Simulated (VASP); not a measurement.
# SiNi (P2_13) in VASP: further runs

The runs below take SiNi through single point, with r2SCAN.

Everything below comes from runs of VASP 6.6.1. Logs are shortened: lines on timing, memory, paths and dates and some standing lists are left out, and cuts for length are marked.

## Step 1: The cell of the first run

Symmetry: P2_13, No. 198, cubic system. The conventional cell has a = 4.465 Å, b = 4.465 Å, c = 4.465 Å, α = 90.00°, β = 90.00°, γ = 90.00°. Within 3.1 Å of Si (site symmetry 3) lie 7 Ni at 2.34 to 2.42 Å and 6 Si at 2.76 Å. Within 3.1 Å of Ni (site symmetry 3) lie 7 Si at 2.34 to 2.42 Å and 6 Ni at 2.75 Å.

## Step 2: Single point, r2SCAN

The input, POSCAR:

```
SiNi
1.0
    4.4648076710      0.0000000000      0.0000000000
    0.0000000000      4.4648076710      0.0000000000
    0.0000000000      0.0000000000      4.4648076710
Si Ni
4 4
Direct
    0.8467112634      0.8467112634      0.8467112634
    0.6532887366      0.1532887366      0.3467112634
    0.3467112634      0.6532887366      0.1532887366
    0.1532887366      0.3467112634      0.6532887366
    0.1487341794      0.1487341794      0.1487341794
    0.3512658206      0.8512658206      0.6487341794
    0.6487341794      0.3512658206      0.8512658206
    0.8512658206      0.6487341794      0.3512658206
```

The input, INCAR.step1:

```
ALGO = Normal
EDIFF = 1E-4
ENCUT = 520
GGA = PE
ISMEAR = 0
LASPH = T
LCHARG = F
LREAL = F
LWAVE = T
NBANDS = 38
NELM = 100
PREC = Accurate
SIGMA = 0.1
```

The input, INCAR.step2:

```
ALGO = Normal
EDIFF = 1E-6
ENCUT = 520
ISIF = 2
ISMEAR = 0
ISTART = 1
LASPH = T
LCHARG = F
LMIXTAU = T
LREAL = F
LWAVE = F
METAGGA = R2SCAN
NBANDS = 38
NELM = 100
PREC = Accurate
SIGMA = 0.1
```

The input, KPOINTS:

```
k-points
0
Gamma
  4 4 4
```

Potentials or basis: VASP PAW PBE potentials, release 64 (Si, Ni).

The run is started by

```
$ cat potpaw_PBE.64/Si/POTCAR potpaw_PBE.64/Ni/POTCAR > POTCAR
$ cp INCAR.step1 INCAR
$ mpirun -np 1 vasp_std > vasp.out
$ cp INCAR.step2 INCAR
$ mpirun -np 1 vasp_std > vasp.out
```

OUTCAR:

```text
EDIFF = 1E-6
   ENCUT = 520
   ISIF = 2
   ISMEAR = 0
   ISTART = 1
   LASPH = T
   LREAL = F
   METAGGA = R2SCAN
   NELM = 100
   PREC = Accurate

 ion  position               nearest neighbor table
   1  0.847  0.847  0.847-   5 2.34   6 2.38   7 2.38   8 2.38   8 2.42   7 2.42   6 2.42   3 2.76
                             4 2.76   2 2.76   2 2.76   4 2.76   3 2.76
   2  0.653  0.153  0.347-   6 2.34   5 2.38   7 2.38   8 2.38   7 2.42   8 2.42   5 2.42   1 2.76
                             1 2.76   3 2.76   3 2.76   4 2.76   4 2.76
   3  0.347  0.653  0.153-   7 2.34   6 2.38   5 2.38   8 2.38   6 2.42   8 2.42   5 2.42   1 2.76
                             4 2.76   2 2.76   2 2.76   4 2.76   1 2.76
   4  0.153  0.347  0.653-   8 2.34   6 2.38   7 2.38   5 2.38   5 2.42   6 2.42   7 2.42   1 2.76
                             3 2.76   2 2.76   1 2.76   2 2.76   3 2.76
   5  0.149  0.149  0.149-   1 2.34   2 2.38   3 2.38   4 2.38   4 2.42   3 2.42   2 2.42   6 2.75
                             7 2.75   8 2.75   6 2.75   8 2.75   7 2.75
   6  0.351  0.851  0.649-   2 2.34   1 2.38   3 2.38   4 2.38   3 2.42   4 2.42   1 2.42   8 2.75
                             5 2.75   5 2.75   7 2.75   7 2.75   8 2.75
   7  0.649  0.351  0.851-   3 2.34   2 2.38   1 2.38   4 2.38   2 2.42   4 2.42   1 2.42   8 2.75
                             5 2.75   8 2.75   6 2.75   6 2.75   5 2.75
   8  0.851  0.649  0.351-   4 2.34   2 2.38   3 2.38   1 2.38   1 2.42   2 2.42   3 2.42   7 2.75
                             5 2.75   7 2.75   5 2.75   6 2.75   6 2.75

  LATTYP: Found a simple cubic cell.
 ALAT       =     4.4648076710

  Lattice vectors:

 A1 = (   4.4648076710,   0.0000000000,   0.0000000000)
 A2 = (   0.0000000000,   4.4648076710,   0.0000000000)
 A3 = (   0.0000000000,   0.0000000000,   4.4648076710)

Analysis of symmetry for initial positions (statically):
=====================================================================
 Subroutine PRICEL returns:
 Original cell was already a primitive cell.

 Routine SETGRP: Setting up the symmetry group for a
 simple cubic supercell.

 Subroutine GETGRP returns: Found 12 space group operations
 (whereof  3 operations were pure point group operations)
 out of a pool of 48 trial point group operations.

The static configuration has the point symmetry C_3 .
 The point group associated with its full space group is T   .

Analysis of symmetry for dynamics (positions and initial velocities):
=====================================================================
 Subroutine PRICEL returns:
 Original cell was already a primitive cell.

 Routine SETGRP: Setting up the symmetry group for a
 simple cubic supercell.

 Subroutine GETGRP returns: Found 12 space group operations
[... 112 lines left out ...]
   PSTRESS=    0.0 pullay stress
   NELECT =      56.0000    total number of electrons
   NUPDOWN=      -1.0000    fix difference up-down
   EMIN   =  10.00;   EMAX   =-10.00  energy-range for DOS
   EFERMI =   0.00;   METHOD = LEGACY
   ISMEAR =     0;   SIGMA  =   0.10  broadening in eV -4-tet -1-fermi 0-gaus
   EFERMI_NEDOS =   21; number of points for ismear=-14 and -15
   IALGO  =     38    algorithm
   IMIX   =      4    mixing-type and parameters
     AMIX     =   0.40;   BMIX     =  1.00
     AMIX_MAG =   1.60;   BMIX_MAG =  1.00
  volume/ion in A,a.u.               =      11.13        75.08
  Fermi-wavevector in a.u.,A,eV,Ry     =   1.402818  2.650942 26.774893  1.967899
  Thomas-Fermi vector in A             =   2.525542
   LORBIT       =      0    0 simple, 1 ext, 2 COOP (PROOUT), +10 PAW based schemes
   METAGGA = R2SCAN    functional components
   LHFCALC =     F    Hartree Fock is set to
   AEXX    =    0.0000 exact exchange contribution
   IVDW    =     0    specifies the selected vdW correction
   LEPSILON=     F    determine dielectric tensor
   LRPA    =     F    only Hartree local field effects (RPA)
 non-spin polarized calculation
 Gauss-broadening in eV      SIGMA  =   0.10
  energy-cutoff  :      520.00
  volume of cell :       89.00
 maximum number of plane-waves:      2440
 NGX is ok and might be reduce to    36
   NGX = 17   NGY = 17   NGZ = 17

 number of electron      56.0000020 magnetization

 Free energy of the ion-electron system (eV)
  ---------------------------------------------------
  ext. energy  EPLUGINS =         0.00000000
  ---------------------------------------------------
  free energy    TOTEN  =       -85.81904190 eV

  energy without entropy =      -85.79810176  energy(sigma->0) =      -85.80857183

 E-fermi :  12.3725     XC(G=0): -13.7002

 val. band max:       12.3617823923   @ k =   0.2500   0.0000   0.0000
 cond. band min:      12.4087271722   @ k =   0.2500   0.0000   0.0000
 fundamental gap:      0.0469447799
 Fermi energy:        12.3725311793

 k-point     1 :       0.0000    0.0000    0.0000
  band No.  band energies     occupation
      1      -2.9316      2.00000
      2       2.8882      2.00000
      3       2.8882      2.00000
      4       2.8882      2.00000
      5       5.4977      2.00000
      6       5.4977      2.00000
[... 440 lines left out ...]
     37      19.1758      0.00000
     38      19.1758      0.00000

------------------------ aborting loop because EDIFF is reached ----------------------------------------

  FORCE on cell =-STRESS in cart. coord.  units (eV):
  Direction    XX          YY          ZZ          XY          YZ          ZX
  --------------------------------------------------------------------------------------
  -------------------------------------------------------------------------------------
  Total       -0.0057137     -0.0057137     -0.0057137      0.0000000      0.0000000      0.0000000
  in kB       -0.1028533     -0.1028533     -0.1028533      0.0000000      0.0000000      0.0000000
  external PRESSURE =      -0.1028533 kB  Pullay stress =       0.0000000 kB

 VOLUME and BASIS-vectors are now :
 -----------------------------------------------------------------------------
  energy-cutoff  :      520.00
  volume of cell :       89.00
      direct lattice vectors                 reciprocal lattice vectors
     4.464807671  0.000000000  0.000000000     0.223973813  0.000000000  0.000000000
     0.000000000  4.464807671  0.000000000     0.000000000  0.223973813  0.000000000
     0.000000000  0.000000000  4.464807671     0.000000000  0.000000000  0.223973813

 POSITION                                       TOTAL-FORCE (eV/Angst)
 -----------------------------------------------------------------------------------
      3.78040      3.78040      3.78040         0.007287      0.007287      0.007287
      2.91681      0.68440      1.54800        -0.007287     -0.007287      0.007287
      1.54800      2.91681      0.68440         0.007287     -0.007287     -0.007287
      0.68440      1.54800      2.91681        -0.007287      0.007287     -0.007287
      0.66407      0.66407      0.66407         0.004667      0.004667      0.004667
      1.56833      3.80074      2.89647        -0.004667     -0.004667      0.004667
      2.89647      1.56833      3.80074         0.004667     -0.004667     -0.004667
      3.80074      2.89647      1.56833        -0.004667      0.004667     -0.004667
 -----------------------------------------------------------------------------------
    total drift:                                0.000001      0.000000     -0.000000

  FREE ENERGIE OF THE ION-ELECTRON SYSTEM (eV)
  ---------------------------------------------------
  free  energy   TOTEN  =       -85.8190419006 eV

  energy  without entropy=      -85.7981017565  energy(sigma->0) =      -85.80857183
```

OUTCAR.step1:

```text
EDIFF = 1E-4
   ENCUT = 520
   GGA = PE
   ISMEAR = 0
[... 690 lines left out ...]
      0.66407      0.66407      0.66407         0.020628      0.020628      0.020628
      1.56833      3.80074      2.89647        -0.020628     -0.020628      0.020628
      2.89647      1.56833      3.80074         0.020628     -0.020628     -0.020628
      3.80074      2.89647      1.56833        -0.020628      0.020628     -0.020628
 -----------------------------------------------------------------------------------
    total drift:                                0.000000      0.000000     -0.000000

  FREE ENERGIE OF THE ION-ELECTRON SYSTEM (eV)
  ---------------------------------------------------
  free  energy   TOTEN  =       -46.7196019495 eV

  energy  without entropy=      -46.6950257340  energy(sigma->0) =      -46.70731384
```

OSZICAR.step1:

```text
N       E                     dE             d eps       ncg     rms          rms(c)
DAV:   1     0.375022563804E+03    0.37502E+03   -0.24081E+04   836   0.177E+03
DAV:   2    -0.202773945870E+02   -0.39530E+03   -0.38005E+03   836   0.373E+02
DAV:   3    -0.515621134493E+02   -0.31285E+02   -0.29972E+02   932   0.124E+02
DAV:   4    -0.526459009261E+02   -0.10838E+01   -0.10738E+01  1048   0.212E+01
DAV:   5    -0.526807296718E+02   -0.34829E-01   -0.34814E-01  1010   0.364E+00    0.273E+01
DAV:   6    -0.581414923444E+02   -0.54608E+01   -0.10304E+02  1006   0.145E+02    0.313E+01
DAV:   7    -0.466294322400E+02    0.11512E+02   -0.36183E+01   994   0.970E+01    0.604E+00
DAV:   8    -0.468360750466E+02   -0.20664E+00   -0.43337E+00  1222   0.135E+01    0.370E+00
DAV:   9    -0.467208505216E+02    0.11522E+00   -0.37587E-01  1014   0.854E+00    0.688E-01
DAV:  10    -0.467204723631E+02    0.37816E-03   -0.21087E-02   948   0.109E+00    0.335E-01
DAV:  11    -0.467196479799E+02    0.82438E-03   -0.23459E-03  1258   0.641E-01    0.743E-02
DAV:  12    -0.467196019495E+02    0.46030E-04   -0.30049E-04   672   0.134E-01
   1 F= -.46719602E+02 E0= -.46707314E+02  d E =-.245762E-01
```

Run time: 2.6 min. Hardware: 1 thread of AMD EPYC 7R43 (Zen 3), shared host; peak memory 0.19 GiB.

What came out:

```
Free energy            : -85.8190 eV
Pressure               : 0.0 GPa
Largest force          : 0.013 eV/Å
Band gap on the k mesh : zero (band 28 reaches 13.47 eV, above the bottom of band 29 at 12.13 eV)
```

Forces in eV/Å, atoms in the order of the input:
```
Si   0.007  0.007  0.007
Si  -0.007 -0.007  0.007
Si   0.007 -0.007 -0.007
Si  -0.007  0.007 -0.007
Ni   0.005  0.005  0.005
Ni  -0.005 -0.005  0.005
Ni   0.005 -0.005 -0.005
Ni  -0.005  0.005 -0.005
```

Caveat: the PAW data sets were made with another functional, which shifts forces and pressure a little. Spin polarisation is off, so any magnetic state and its effect on volume and gap are missing.

## Step 3: Single point, r2SCAN (volume scaled by 1.03, then relaxed in part)

The input, POSCAR:

```
SiNi
1.0
    4.5090239118      0.0000000000      0.0000000000
    0.0000000000      4.5090239118      0.0000000000
    0.0000000000      0.0000000000      4.5090239118
Si Ni
4 4
Direct
    0.8467441621      0.8467441621      0.8467441621
    0.6532558379      0.1532558379      0.3467441621
    0.3467441621      0.6532558379      0.1532558379
    0.1532558379      0.3467441621      0.6532558379
    0.1479129885      0.1479129885      0.1479129885
    0.3520870115      0.8520870115      0.6479129885
    0.6479129885      0.3520870115      0.8520870115
    0.8520870115      0.6479129885      0.3520870115
```

The input, INCAR.step1:

```
  ALGO = Normal
  EDIFF = 1E-4
  ENCUT = 520
  GGA = PE
  ISMEAR = 0
  LASPH = T
  LCHARG = F
  LREAL = F
  LWAVE = T
  NBANDS = 38
  NELM = 60
  PREC = Accurate
  SIGMA = 0.1
```

The input, INCAR.step2:

```
  ALGO = Normal
  EDIFF = 1E-6
  ENCUT = 520
  ISIF = 2
  ISMEAR = 0
  ISTART = 1
  LASPH = T
  LCHARG = T
  LELF = T
  LMIXTAU = T
  LREAL = F
  LVHAR = T
  LWAVE = F
  METAGGA = R2SCAN
  NBANDS = 38
  NELM = 60
  PREC = Accurate
  SIGMA = 0.1
```

The input, KPOINTS:

```
k-points
0
Gamma
  8 8 8
```

Potentials or basis: VASP PAW PBE potentials, release 64 (Si, Ni).

The run is started by

```
$ cat potpaw_PBE.64/Si/POTCAR potpaw_PBE.64/Ni/POTCAR > POTCAR
$ cp INCAR.step1 INCAR
$ mpirun -np 1 vasp_std > vasp.out
$ cp INCAR.step2 INCAR
$ mpirun -np 1 vasp_std > vasp.out
```

Run time: 6.1 min. Hardware: 1 thread of Intel Xeon 6975P-C, shared host; peak memory 0.29 GiB.

Results (log left out):

| Item | Value |
| --- | --- |
| Free energy | -85.8184 eV |
| Pressure | -5.4 GPa |
| Largest force | 0.006 eV/Å |
| Band gap on the k mesh | zero (band 28 reaches 12.91 eV, above the bottom of band 29 at 11.63 eV) |

Forces in eV/Å, atoms in the order of the input:
```
Si  -0.004 -0.004 -0.004
Si   0.004  0.004 -0.004
Si  -0.004  0.004  0.004
Si   0.004 -0.004  0.004
Ni   0.002  0.002  0.002
Ni  -0.002 -0.002  0.002
Ni   0.002 -0.002 -0.002
Ni  -0.002  0.002 -0.002
```

Levels at points of the mesh, in eV from the Fermi level:
```csv
k point,band 24,band 25,band 26,band 27,band 28,band 29,band 30,band 31,band 32,band 33
"(0.00, 0.00, 0.00)",-2.30,-1.67,-1.67,-1.67,1.10,1.10,1.10,1.41,1.41,2.07
"(0.50, 0.00, 0.00)",-2.20,-2.06,-2.06,-0.66,-0.66,-0.18,-0.18,2.91,2.91,3.08
"(0.50, 0.50, 0.00)",-2.47,-1.60,-1.60,-1.03,-1.03,0.39,0.39,0.93,0.93,4.16
"(0.50, 0.50, 0.50)",-2.70,-1.86,-1.86,-1.86,-1.86,4.52,4.52,4.52,4.52,4.75
```

Caveat: the PAW data sets were made with another functional, which shifts forces and pressure a little. Spin polarisation is off, so any magnetic state and its effect on volume and gap are missing.
